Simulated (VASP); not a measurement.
# WC (Fm-3m) in VASP: further runs, part 3 of 3

VASP 6.6.1. Earlier steps stand in the parts before.

## 4. Relaxation of cell and atoms, PBE

File INCAR:

```
SYSTEM = WC
ALGO     = Normal         ! electronic algorithm
EDIFF    = 1E-7           ! SCF threshold, eV
EDIFFG   = -0.01          ! ionic threshold
ENCUT    = 600            ! plane-wave cutoff, eV
GGA      = PE             ! functional
IBRION   = 2              ! ionic algorithm
ISIF     = 3              ! what is computed and relaxed
ISMEAR   = -1             ! smearing method
LASPH    = .TRUE.         ! aspherical terms in the spheres
LCHARG   = .FALSE.        ! write CHGCAR
LREAL    = .FALSE.        ! projectors in reciprocal space
LWAVE    = .FALSE.        ! write WAVECAR
NELM     = 60             ! most SCF steps
NSW      = 60             ! ionic steps
PREC     = Accurate       ! precision mode
SIGMA    = 0.05           ! smearing width, eV
```

File KPOINTS:

```
k-points
0
G
  10 10 10
  0 0 0
```

File POSCAR:

```
WC
1.0
    0.0000000000      2.1926840000      2.1926840000
    2.1926840000      0.0000000000      2.1926840000
    2.1926840000      2.1926840000      0.0000000000
W C
1 1
Direct
    0.0000000000      0.0000000000      0.0000000000
    0.5000000000      0.5000000000      0.5000000000
```

Potentials or basis: VASP PAW PBE potentials, release 64 (W_sv, C).

Started as:

```
> cat potpaw_PBE.64/W_sv/POTCAR potpaw_PBE.64/C/POTCAR > POTCAR
> mpirun -np 1 vasp_std > vasp.out
```

OUTCAR:

```text
SYSTEM = WC
   EDIFF = 1E-7
   EDIFFG = -0.01
   ENCUT = 600
   GGA = PE
   IBRION = 2
   ISIF = 3
   ISMEAR = -1
   LASPH = .TRUE.
   LREAL = .FALSE.
   NELM = 60
   NSW = 60
   PREC = Accurate

 ion  position               nearest neighbor table
   1  0.000  0.000  0.000-   2 2.19   2 2.19   2 2.19   2 2.19   2 2.19   2 2.19
   2  0.500  0.500  0.500-   1 2.19   1 2.19   1 2.19   1 2.19   1 2.19   1 2.19

  LATTYP: Found a face centered cubic cell.
 ALAT       =     4.3853680000

  Lattice vectors:

 A1 = (   0.0000000000,   2.1926840000,   2.1926840000)
 A2 = (   2.1926840000,   0.0000000000,   2.1926840000)
 A3 = (   2.1926840000,   2.1926840000,   0.0000000000)

Analysis of symmetry for initial positions (statically):
=====================================================================
 Subroutine PRICEL returns:
 Original cell was already a primitive cell.

 Routine SETGRP: Setting up the symmetry group for a
 face centered cubic supercell.

 Subroutine GETGRP returns: Found 48 space group operations
 (whereof 48 operations were pure point group operations)
 out of a pool of 48 trial point group operations.

The static configuration has the point symmetry O_h .

Analysis of symmetry for dynamics (positions and initial velocities):
=====================================================================
 Subroutine PRICEL returns:
 Original cell was already a primitive cell.

 Routine SETGRP: Setting up the symmetry group for a
 face centered cubic supercell.

 Subroutine GETGRP returns: Found 48 space group operations
 (whereof 48 operations were pure point group operations)
 out of a pool of 48 trial point group operations.

The dynamic configuration has the point symmetry O_h .

 Subroutine INISYM returns: Found 48 space group operations
 (whereof 48 operations are pure point group operations),
 and found     1 'primitive' translations

----------------------------------------------------------------------------------------

[... 129 lines left out ...]
   NGX = 13   NGY = 13   NGZ = 13

--------------------------------------- Ionic step        1  -------------------------------------------

 number of electron      18.0000001 magnetization

 Free energy of the ion-electron system (eV)
  ---------------------------------------------------
  ext. energy  EPLUGINS =         0.00000000
  ---------------------------------------------------
  free energy    TOTEN  =       -21.57294156 eV

  energy without entropy =      -21.56643445  energy(sigma->0) =      -21.56968800

------------------------ aborting loop because EDIFF is reached ----------------------------------------

  FORCE on cell =-STRESS in cart. coord.  units (eV):
  Direction    XX          YY          ZZ          XY          YZ          ZX
  --------------------------------------------------------------------------------------
  -------------------------------------------------------------------------------------
  Total       -0.0873839     -0.0873839     -0.0873839      0.0000000      0.0000000      0.0000000
  in kB       -6.6402431     -6.6402431     -6.6402431      0.0000000      0.0000000      0.0000000
  external PRESSURE =      -6.6402431 kB  Pullay stress =       0.0000000 kB
[... 59 lines left out ...]
--------------------------------------- Ionic step        3  -------------------------------------------

 number of electron      18.0000002 magnetization

 Free energy of the ion-electron system (eV)
  ---------------------------------------------------
  ext. energy  EPLUGINS =         0.00000000
  ---------------------------------------------------
  free energy    TOTEN  =       -21.57302439 eV

  energy without entropy =      -21.56652975  energy(sigma->0) =      -21.56977707

 E-fermi :  12.4800     XC(G=0): -13.7249

 val. band max:       12.3867812557   @ k =   0.3000   0.2000   0.1000
 cond. band min:      12.5175864248   @ k =  -0.1000   0.1000   0.0000
 fundamental gap:      0.1308051692
 Fermi energy:        12.4800204743

 k-point     1 :       0.0000    0.0000    0.0000
  band No.  band energies     occupation
      1     -63.0032      2.00000
      2     -26.9972      2.00000
      3     -26.9972      2.00000
      4     -26.9972      2.00000
      5      -3.3924      2.00000
      6       9.6814      2.00000
      7       9.6814      2.00000
      8       9.6814      2.00000
      9      11.3574      2.00000
     10      11.3574      2.00000
     11      11.3574      2.00000
     12      11.4722      2.00000
     13      11.4722      2.00000
[... 354 lines left out ...]
  band No.  band energies     occupation
      1     -62.9634      2.00000
      2     -27.4296      2.00000
      3     -27.1749      2.00000
      4     -27.1571      2.00000
      5      -0.9477      2.00000
      6       5.3598      2.00000
      7       6.9191      2.00000
      8       8.7628      2.00000
      9       9.6408      2.00000
     10      13.4702      0.00000
     11      14.8730      0.00000
     12      15.1926      0.00000
     13      18.7354      0.00000

 [... further k-points ...]
[... 5 lines left out ...]
  --------------------------------------------------------------------------------------
  -------------------------------------------------------------------------------------
  Total        0.0013705      0.0013705      0.0013705      0.0000000      0.0000000      0.0000000
  in kB        0.1043391      0.1043391      0.1043391      0.0000000      0.0000000      0.0000000
  external PRESSURE =       0.1043391 kB  Pullay stress =       0.0000000 kB
[... 17 lines left out ...]
  FREE ENERGIE OF THE ION-ELECTRON SYSTEM (eV)
  ---------------------------------------------------
  free  energy   TOTEN  =       -21.5730243903 eV

  energy  without entropy=      -21.5665297537  energy(sigma->0) =      -21.56977707

 reached required accuracy - stopping structural energy minimisation
```

OSZICAR:

```text
N       E                     dE             d eps       ncg     rms          rms(c)
DAV:   1     0.116680830536E+03    0.11668E+03   -0.10607E+04  1230   0.169E+03
DAV:   2    -0.207605221241E+02   -0.13744E+03   -0.13377E+03  1392   0.401E+02
DAV:   3    -0.250183334759E+02   -0.42578E+01   -0.42273E+01  1475   0.627E+01
[... 25 lines left out ...]
DAV:   4    -0.215730266972E+02    0.78151E-04   -0.22568E-04  1482   0.178E-01    0.592E-02
DAV:   5    -0.215730247838E+02    0.19134E-05   -0.96833E-06  1347   0.386E-02    0.406E-03
DAV:   6    -0.215730242531E+02    0.53069E-06   -0.13172E-06  1452   0.884E-03    0.377E-04
DAV:   7    -0.215730243878E+02   -0.13468E-06   -0.43432E-08   661   0.209E-03    0.416E-04
DAV:   8    -0.215730243903E+02   -0.24902E-08   -0.33875E-09   631   0.699E-04
   3 F= -.21573024E+02 E0= -.21569777E+02  d E =-.828329E-04
```

Run time: 38 s. Hardware: 1 thread of Intel Xeon 6975P-C, shared host; peak memory 0.17 GiB.

What came out:

| Quantity | Value |
| --- | --- |
| Free energy | -21.5730 eV |
| Relaxed volume | 10.52 Å³/atom |
| Relaxed cell | a = 3.099 Å, b = 3.099 Å, c = 3.099 Å, α = 60.00°, β = 60.00°, γ = 60.00° |
| Space group after relaxing (to 0.05 Å) | Fm-3m (No. 225) |
| Energy gained by relaxing | 0.0 meV/atom |
| Ionic steps | 3 |
| Pressure after relaxing | 0.0 GPa |

Final structure:
```
W C
1.0
     0.00000    2.19132    2.19132
     2.19132    0.00000    2.19132
     2.19132    2.19132    0.00000
W C
1 1
Direct
  0.00000 0.00000 0.00000
  0.50000 0.50000 0.50000
```

Caveat: the bands computed are all filled at some k points, so no gap is given; spin-orbit coupling is left out, which moves the levels of the heavy elements.

## 5. Single point, LDA

This run uses another cell than the first one, of 10.09 Å³/atom, 0.957 times its volume.

File INCAR:

```
SYSTEM = WC
ALGO = Normal
EDIFF = 1E-7
ENCUT = 520
GGA = CA
ISIF = 2
ISMEAR = -1
LASPH = .True.
LCHARG = .False.
LREAL = .False.
LWAVE = .False.
NBANDS = 16
NELM = 60
PREC = Accurate
SIGMA = 0.05
```

File KPOINTS:

```
k-points
0
Gamma
  10 10 10
  0 0 0
```

File POSCAR:

```
WC
1.0
    0.0000000000      2.1609774367      2.1609774367
    2.1609774367      0.0000000000      2.1609774367
    2.1609774367      2.1609774367      0.0000000000
W C
1 1
Direct
    0.0000000000      0.0000000000      0.0000000000
    0.5000000000      0.5000000000      0.5000000000
```

Potentials or basis: VASP PAW LDA potentials, release 64 (W_sv, C).

Started as:

```
> cat potpaw_LDA.64/W_sv/POTCAR potpaw_LDA.64/C/POTCAR > POTCAR
> mpirun -np 1 vasp_std > vasp.out
```

It took 14 s on 1 thread of Intel Xeon Platinum 8259CL at 2.50GHz (Skylake/Cascade Lake), shared host; peak memory 0.14 GiB.

Results (log left out):

| Quantity | Value |
| --- | --- |
| Free energy | -23.8256 eV |
| Pressure | 2.4 GPa |
| Band gap on the k mesh | zero (band 9 reaches 14.09 eV, above the bottom of band 10 at 10.71 eV) |

Levels at points of the mesh, in eV from the Fermi level:
```csv
k point,band 7,band 8,band 9,band 10,band 11,band 12
"(0.00, 0.00, 0.00)",-2.97,-2.97,-1.16,-1.16,-1.16,-1.07
"(0.50, 0.00, 0.00)",-6.92,-6.92,1.07,1.07,2.45,5.05
"(0.50, 0.50, 0.00)",-5.63,-2.55,-2.55,0.87,2.39,2.39
```

Caveat: spin-orbit coupling is left out, which moves the levels of the heavy elements.

## 6. Overview

| task | level | potentials or basis | cell | k mesh | cutoff (eV) | gap on the mesh (eV) | pressure (GPa) |
| --- | --- | --- | --- | --- | --- | --- | --- |
| single point | PBEsol | VASP PAW PBE potentials, release 64 (W_sv, C) | a = 3.101 Å, angles 60.0°, 2 atoms | 8 × 8 × 8 | 520 | none | -8.8 |
| single point | PBE | VASP PAW PBE potentials, release 64 (W_sv, C) | a = 3.097 Å, angles 60.0°, 2 atoms | 10 × 10 × 10 | 520 | none | 0.9 |
| relaxation of cell and atoms | PBE | VASP PAW PBE potentials, release 64 (W_sv, C) | relaxed from a = 3.101 Å, angles 60.0°, 2 atoms | 10 × 10 × 10 | 600 | - | 0.0 |
| single point | LDA | VASP PAW LDA potentials, release 64 (W_sv, C) | a = 3.056 Å, angles 60.0°, 2 atoms | 10 × 10 × 10 | 520 | none | 2.4 |

Alike in all rows: no spin polarisation; smearing fermi-dirac 0.05 eV.

Caveats: spin-orbit coupling is left out, which moves the levels of the heavy elements; the PAW data sets were made with another functional, which shifts forces and pressure a little (some runs); the bands computed are all filled at some k points, so no gap is given (some runs).

Absolute energies hang on the potentials; compare differences alone.
